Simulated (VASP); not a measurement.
# SiC (P-6m2) in VASP: notebook

The runs below take SiC through single point, relaxation of cell and atoms, with PBE.

Program: VASP 6.6.1. These are calculated values, not measurements. Logs are shortened: lines on timing, memory, paths and dates and some standing lists are left out, and cuts for length are marked.

### 1 The cell of the first run

It takes space group P-6m2 (No. 187, hexagonal). Conventional cell: a = 2.863 Å, b = 2.863 Å, c = 2.571 Å, α = 90.00°, β = 90.00°, γ = 120.00°. Si (site symmetry -6m2) has 6 C at 2.09 Å and 2 Si at 2.57 Å within 2.8 Å. C (site symmetry -6m2) has 6 Si at 2.09 Å and 2 C at 2.57 Å within 2.8 Å.

### 2 Single point, PBE

Input file INCAR:

```
ALGO = Normal
EDIFF = 1E-6
ENCUT = 520
GGA = PE
ISIF = 2
ISMEAR = 0
LASPH = T
LCHARG = F
LREAL = F
LWAVE = F
NBANDS = 11
NELM = 80
PREC = Accurate
SIGMA = 0.1
```

Input file KPOINTS:

```
k-points
0
Gamma
  24 24 22
```

Input file POSCAR:

```
SiC
1.0
    2.8632103210      0.0000000000      0.0000000000
   -1.4316051605      2.4796128743      0.0000000000
    0.0000000000      0.0000000000      2.5712797763
Si C
1 1
Direct
    0.3333333333      0.6666666667      0.0000000000
    0.6666666667      0.3333333333      0.5000000000
```

Potentials or basis: VASP PAW PBE potentials, release 64 (Si, C).

Command:

```console
$ cat potpaw_PBE.64/Si/POTCAR potpaw_PBE.64/C/POTCAR > POTCAR
$ mpirun -np 1 vasp_std > vasp.out
```

OUTCAR:

```text
EDIFF = 1E-6
   ENCUT = 520
   GGA = PE
   ISIF = 2
   ISMEAR = 0
   LASPH = T
   LREAL = F
   NELM = 80
   PREC = Accurate

 ion  position               nearest neighbor table
   1  0.333  0.667  0.000-   2 2.09   2 2.09   2 2.09   2 2.09   2 2.09   2 2.09
   2  0.667  0.333  0.500-   1 2.09   1 2.09   1 2.09   1 2.09   1 2.09   1 2.09

  LATTYP: Found a hexagonal cell.
 ALAT       =     2.8632103210
 C/A-ratio  =     0.8980408311

  Lattice vectors:

 A1 = (   2.8632103210,   0.0000000000,   0.0000000000)
 A2 = (  -1.4316051605,   2.4796128743,   0.0000000000)
 A3 = (   0.0000000000,   0.0000000000,   2.5712797763)

Analysis of symmetry for initial positions (statically):
=====================================================================
 Subroutine PRICEL returns:
 Original cell was already a primitive cell.

 Routine SETGRP: Setting up the symmetry group for a
 hexagonal supercell.

 Subroutine GETGRP returns: Found 12 space group operations
 (whereof 12 operations were pure point group operations)
 out of a pool of 24 trial point group operations.

The static configuration has the point symmetry D_3h.

Analysis of symmetry for dynamics (positions and initial velocities):
=====================================================================
 Subroutine PRICEL returns:
 Original cell was already a primitive cell.

 Routine SETGRP: Setting up the symmetry group for a
 hexagonal supercell.

 Subroutine GETGRP returns: Found 12 space group operations
 (whereof 12 operations were pure point group operations)
 out of a pool of 24 trial point group operations.

The dynamic configuration has the point symmetry D_3h.

 Subroutine INISYM returns: Found 12 space group operations
 (whereof 12 operations are pure point group operations),
 and found     1 'primitive' translations

----------------------------------------------------------------------------------------

                                     Primitive cell

  volume of cell :      18.2552

  direct lattice vectors                    reciprocal lattice vectors
     2.863210321  0.000000000  0.000000000     0.349258311  0.201644380  0.000000000
    -1.431605160  2.479612874  0.000000000     0.000000000  0.403288759  0.000000000
     0.000000000  0.000000000  2.571279776     0.000000000  0.000000000  0.388911393

  length of vectors
     2.863210321  2.863210321  2.571279776     0.403288759  0.403288759  0.388911393

  position of ions in fractional coordinates (direct lattice)
     0.333333333  0.666666667  0.000000000
     0.666666667  0.333333333  0.500000000

  ion indices of the primitive-cell ions
   primitive index   ion index
                 1           1
                 2           2

----------------------------------------------------------------------------------------

 KPOINTS: k-points

Automatic generation of k-mesh.
 Grid dimensions read from file:
 generate k-points for:   24   24   22

 Generating k-lattice:

  Cartesian coordinates                     Fractional coordinates (reciprocal lattice)
     0.014552430  0.008401849  0.000000000     0.041666667  0.000000000  0.000000000
     0.000000000  0.016803698  0.000000000     0.000000000  0.041666667  0.000000000
     0.000000000  0.000000000  0.017677791     0.000000000  0.000000000  0.045454545

  Length of vectors
     0.016803698  0.016803698  0.017677791

  Shift w.r.t. Gamma in fractional coordinates (k-lattice)
     0.000000000  0.000000000  0.000000000

 Subroutine IBZKPT returns following result:
 ===========================================

 Found    732 irreducible k-points:

 Following reciprocal coordinates:
            Coordinates               Weight
  0.000000  0.000000  0.000000      1.000000
  0.041667  0.000000  0.000000      6.000000
  0.083333  0.000000  0.000000      6.000000
  0.125000  0.000000  0.000000      6.000000
  0.166667  0.000000  0.000000      6.000000
  0.208333  0.000000  0.000000      6.000000
[... 16 lines left out ...]
  0.416667  0.041667  0.000000     12.000000
  0.458333  0.041667  0.000000     12.000000
 [... further k-points ...]
   k-points           NKPTS =    732   k-points in BZ     NKDIM =    732   number of bands    NBANDS=     11
   number of dos      NEDOS =    301   number of ions     NIONS =      2
   total plane-waves  NPLWV =  11520
   dimension x,y,z NGX =    24 NGY =   24 NGZ =   20
   dimension x,y,z NGXF=    48 NGYF=   48 NGZF=   40
   ions per type =               1   1
   NGX,Y,Z   is equivalent  to a cutoff of  13.94, 13.94, 12.93 a.u.
   NGXF,Y,Z  is equivalent  to a cutoff of  27.87, 27.87, 25.86 a.u.
 SYSTEM =  unknown system
   PREC   = accura    normal or accurate (medium, high low for compatibility)
   ISTART =      0    job   : 0-new  1-cont  2-samecut
   ICHARG =      2    charge: 1-file 2-atom 10-const
   ISPIN  =      1    spin polarized calculation?
   LNONCOLLINEAR =      F non collinear calculations
   LSORBIT =      F    spin-orbit coupling
   LASPH  =      T    aspherical Exc in radial PAW
   ENCUT  =  520.0 eV  38.22 Ry    6.18 a.u.   5.32  5.32  4.78*2*pi/ulx,y,z
   NELM   =     80;   NELMIN=  2; NELMDL= -5     # of ELM steps
   EDIFF  = 0.1E-05   stopping-criterion for ELM
   LREAL  =      F    real-space projection
   EDIFFG = 0.1E-04   stopping-criterion for IOM
   NSW    =      0    number of steps for IOM
   IBRION =     -1    ionic relax: 0-MD 1-quasi-New 2-CG
   NFREE  =      0    steps in history (QN), initial steepest desc. (CG)
   ISIF   =      2    stress and relaxation
   ISYM   =      2    0-nonsym 1-usesym 2-fastsym
   POTIM  = 0.5000    time-step for ionic-motion
   TEBEG  =    0.0;   TEEND  =   0.0 temperature during run
   PSTRESS=    0.0 pullay stress
   NELECT =       8.0000    total number of electrons
   NUPDOWN=      -1.0000    fix difference up-down
   EMIN   =  10.00;   EMAX   =-10.00  energy-range for DOS
   EFERMI =   0.00;   METHOD = LEGACY
   ISMEAR =     0;   SIGMA  =   0.10  broadening in eV -4-tet -1-fermi 0-gaus
   EFERMI_NEDOS =   21; number of points for ismear=-14 and -15
   IALGO  =     38    algorithm
   IMIX   =      4    mixing-type and parameters
     AMIX     =   0.40;   BMIX     =  1.00
     AMIX_MAG =   1.60;   BMIX_MAG =  1.00
  volume/ion in A,a.u.               =       9.13        61.60
  Fermi-wavevector in a.u.,A,eV,Ry     =   1.243491  2.349857 21.038281  1.546270
  Thomas-Fermi vector in A             =   2.377799
   LORBIT       =      0    0 simple, 1 ext, 2 COOP (PROOUT), +10 PAW based schemes
   GGA     = PE    functional components
   LHFCALC =     F    Hartree Fock is set to
   AEXX    =    0.0000 exact exchange contribution
   IVDW    =     0    specifies the selected vdW correction
   LEPSILON=     F    determine dielectric tensor
   LRPA    =     F    only Hartree local field effects (RPA)
 non-spin polarized calculation
 Gauss-broadening in eV      SIGMA  =   0.10
  energy-cutoff  :      520.00
  volume of cell :       18.26
 maximum number of plane-waves:       514
 NGX is ok and might be reduce to    24
   NGX = 11   NGY = 11   NGZ =  9

 number of electron       8.0000000 magnetization

 Free energy of the ion-electron system (eV)
  ---------------------------------------------------
  ext. energy  EPLUGINS =         0.00000000
  ---------------------------------------------------
  free energy    TOTEN  =       -12.44817343 eV

  energy without entropy =      -12.44562113  energy(sigma->0) =      -12.44689728

 E-fermi :  10.9536     XC(G=0): -12.2645

 val. band max:       10.9509426332   @ k =   0.0417   0.0417   0.2727
 cond. band min:      10.9561803893   @ k =   0.2917   0.1667   0.0909
 fundamental gap:      0.0052377562
 Fermi energy:        10.9535876632

 k-point     1 :       0.0000    0.0000    0.0000
  band No.  band energies     occupation
      1      -6.5877      2.00000
      2      10.1292      2.00000
      3      10.1292      2.00000
      4      10.2369      2.00000
      5      14.8879      0.00000
      6      16.6924      0.00000
      7      17.5973      0.00000
      8      17.5973      0.00000
      9      24.6416      0.00000
     10      26.3983      0.00000
     11      29.7061      0.00000

 k-point     2 :       0.0417    0.0000    0.0000
  band No.  band energies     occupation
      1      -6.5511      2.00000
      2       9.8741      2.00000
      3      10.0626      2.00000
      4      10.2612      2.00000
      5      14.9678      0.00000
      6      16.6040      0.00000
      7      17.7209      0.00000
      8      17.7565      0.00000
      9      24.8337      0.00000
     10      26.2697      0.00000
     11      29.6861      0.00000

 k-point     3 :       0.0833    0.0000    0.0000
  band No.  band energies     occupation
      1      -6.4413      2.00000
      2       9.2056      2.00000
      3       9.8774      2.00000
      4      10.3337      2.00000
      5      15.0878      0.00000
      6      16.4302      0.00000
      7      18.0751      0.00000
      8      18.2057      0.00000
      9      25.3324      0.00000
     10      25.9080      0.00000
     11      29.6484      0.00000

 k-point     4 :       0.1250    0.0000    0.0000
  band No.  band energies     occupation
      1      -6.2589      2.00000
      2       8.2927      2.00000
      3       9.6085      2.00000
      4      10.4525      2.00000
      5      15.0274      0.00000
      6      16.3704      0.00000
      7      18.6191      0.00000
      8      18.8813      0.00000
      9      25.3685      0.00000
     10      25.9175      0.00000
     11      29.5893      0.00000

 k-point     5 :       0.1667    0.0000    0.0000
  band No.  band energies     occupation
      1      -6.0047      2.00000
      2       7.2565      2.00000
      3       9.2951      2.00000
      4      10.6141      2.00000
      5      14.7361      0.00000
      6      16.5157      0.00000
      7      19.3026      0.00000
      8      19.6957      0.00000
      9      24.7126      0.00000
     10      26.2827      0.00000
     11      29.5434      0.00000
[... 211 lines left out ...]
 k-point    21 :       0.3333    0.0417    0.0000
  band No.  band energies     occupation
      1      -4.0166      2.00000
      2       2.4620      2.00000
      3       7.7847      2.00000
      4      11.6753      0.00000
      5      13.4162      0.00000
      6      18.2836      0.00000
      7      21.5950      0.00000
      8      22.1277      0.00000
      9      22.6771      0.00000
     10      26.2175      0.00000
     11      29.3161      0.00000

 k-point    22 :       0.3750    0.0417    0.0000
  band No.  band energies     occupation
      1      -3.4458      2.00000
      2       1.5328      2.00000
      3       7.6062      2.00000
      4      11.8934      0.00000
      5      13.2129      0.00000
      6      18.8066      0.00000
      7      21.0968      0.00000
      8      21.8870      0.00000
      9      23.1475      0.00000
     10      26.6780      0.00000
     11      29.0959      0.00000

 k-point    23 :       0.4167    0.0417    0.0000
  band No.  band energies     occupation
      1      -2.8913      2.00000
      2       0.7364      2.00000
      3       7.4854      2.00000
      4      12.0593      0.00000
      5      13.0754      0.00000
      6      19.3404      0.00000
      7      20.7395      0.00000
      8      21.4249      0.00000
      9      23.5052      0.00000
     10      27.1684      0.00000
     11      28.9477      0.00000

 k-point    24 :       0.4583    0.0417    0.0000
  band No.  band energies     occupation
      1      -2.4891      2.00000
      2       0.2124      2.00000
      3       7.4245      2.00000
      4      12.1496      0.00000
      5      13.0061      0.00000
      6      19.7927      0.00000
      7      20.5521      0.00000
      8      20.9868      0.00000
      9      23.6832      0.00000
     10      27.4887      0.00000
     11      28.8732      0.00000

 [... further k-points ...]
[... 5 lines left out ...]
  --------------------------------------------------------------------------------------
  -------------------------------------------------------------------------------------
  Total        0.0150320      0.0150320      0.0139463     -0.0000000     -0.0000000      0.0000000
  in kB        1.3192945      1.3192945      1.2240044     -0.0000000     -0.0000000      0.0000000
  external PRESSURE =       1.2875311 kB  Pullay stress =       0.0000000 kB

 VOLUME and BASIS-vectors are now :
 -----------------------------------------------------------------------------
  energy-cutoff  :      520.00
  volume of cell :       18.26
      direct lattice vectors                 reciprocal lattice vectors
     2.863210321  0.000000000  0.000000000     0.349258311  0.201644380  0.000000000
    -1.431605160  2.479612874  0.000000000     0.000000000  0.403288759  0.000000000
     0.000000000  0.000000000  2.571279776     0.000000000  0.000000000  0.388911393

 POSITION                                       TOTAL-FORCE (eV/Angst)
 -----------------------------------------------------------------------------------
     -0.00000      1.65308      0.00000        -0.000000      0.000000      0.000000
      1.43161      0.82654      1.28564         0.000000     -0.000000      0.000000
 -----------------------------------------------------------------------------------
    total drift:                               -0.000000      0.000000      0.000000

  FREE ENERGIE OF THE ION-ELECTRON SYSTEM (eV)
  ---------------------------------------------------
  free  energy   TOTEN  =       -12.4481734317 eV

  energy  without entropy=      -12.4456211334  energy(sigma->0) =      -12.44689728
```

Run time: 71 s. Hardware: 1 thread of Intel Xeon Platinum 8488C (Sapphire Rapids), shared host; peak memory 0.25 GiB.

What came out:

* Free energy: -12.4482 eV
* Pressure: 0.1 GPa
* Band gap on the k mesh: zero (band 4 reaches 12.45 eV, above the bottom of band 5 at 7.99 eV)

Levels at points of the mesh, in eV from the Fermi level:
```csv
k point,band 2,band 3,band 4,band 5,band 6,band 7
"(0.00, 0.00, 0.00)",-0.82,-0.82,-0.72,3.93,5.74,6.64
"(0.50, 0.00, 0.00)",-10.84,-3.28,1.20,1.75,8.92,9.56
"(0.00, 0.00, 0.50)",-11.73,1.26,1.26,7.81,7.86,8.87
"(0.50, 0.00, 0.50)",-7.91,-7.00,-3.76,-0.64,5.01,6.53
```

### 3 Relaxation of cell and atoms, PBE

This run uses another cell than the first one, of 9.09 Å³/atom, 0.996 times its volume.

Input file INCAR:

```
SYSTEM = SiC
PREC = Accurate
ENCUT = 600
EDIFF = 1E-6
ISMEAR = 0
SIGMA = 0.1
LREAL = .False.
LASPH = .True.
NELM = 80
ALGO = Normal
ISIF = 3
LWAVE = .False.
LCHARG = .False.
GGA = PE
IBRION = 2
NSW = 100
EDIFFG = -0.01
```

Input file KPOINTS:

```
Automatic mesh
0
Gamma
  24 24 22
  0 0 0
```

Input file POSCAR:

```
SiC
1.0
    2.8646978695      0.0000000000      0.0000000000
   -1.4323489348      2.4809011292      0.0000000000
    0.0000000000      0.0000000000      2.5581102494
Si C
1 1
Direct
    0.3333333333      0.6666666667      0.0000000000
    0.6666666667      0.3333333333      0.5000000000
```

Potentials or basis: VASP PAW PBE potentials, release 64 (Si, C).

Command:

```console
$ cat potpaw_PBE.64/Si/POTCAR potpaw_PBE.64/C/POTCAR > POTCAR
$ mpirun -np 1 vasp_std > vasp.out
```

Wall time 6.2 min (1 thread of Intel Xeon 6975P-C, shared host); peak memory 0.22 GiB.

Results (log left out):

* Free energy: -12.4490 eV
* Relaxed volume: 9.13 Å³/atom
* Relaxed cell: a = 2.863 Å, b = 2.863 Å, c = 2.571 Å, α = 90.00°, β = 90.00°, γ = 120.00°
* Space group after relaxing (to 0.05 Å): P-6m2 (No. 187)
* Energy gained by relaxing: 0.4 meV/atom
* Ionic steps: 4
* Pressure after relaxing: 0.0 GPa
* Band gap on the k mesh: zero (band 4 reaches 12.46 eV, above the bottom of band 5 at 7.99 eV)

Step by step:
| step | energy change (eV) | largest force (eV/Å) | pressure (GPa) | volume (Å³) |
| --- | --- | --- | --- | --- |
| 1 | 0.0000 | 0.0000 | 1.02 | 18.18 |
| 2 | -0.0005 | 0.0000 | -0.91 | 18.33 |
| 3 | -0.0008 | 0.0000 | -0.20 | 18.28 |
| 4 | -0.0008 | 0.0000 | 0.04 | 18.25 |

Final structure:
```
CELL_PARAMETERS angstrom
2.86288 0.00000 0.00000
-1.43144 2.47933 0.00000
0.00000 0.00000 2.57131
ATOMIC_POSITIONS crystal
Si 0.33333 0.66667 0.00000
C 0.66667 0.33333 0.50000
```

Levels at points of the mesh, in eV from the Fermi level:
| k point | band 2 | band 3 | band 4 | band 5 | band 6 | band 7 |
| --- | --- | --- | --- | --- | --- | --- |
| (0.00, 0.00, 0.00) | -0.82 | -0.82 | -0.72 | 3.94 | 5.74 | 6.65 |
| (0.50, 0.00, 0.00) | -10.84 | -3.28 | 1.20 | 1.75 | 8.92 | 9.56 |
| (0.00, 0.00, 0.50) | -11.73 | 1.26 | 1.26 | 7.82 | 7.87 | 8.88 |
| (0.50, 0.00, 0.50) | -7.91 | -7.00 | -3.76 | -0.64 | 5.01 | 6.53 |
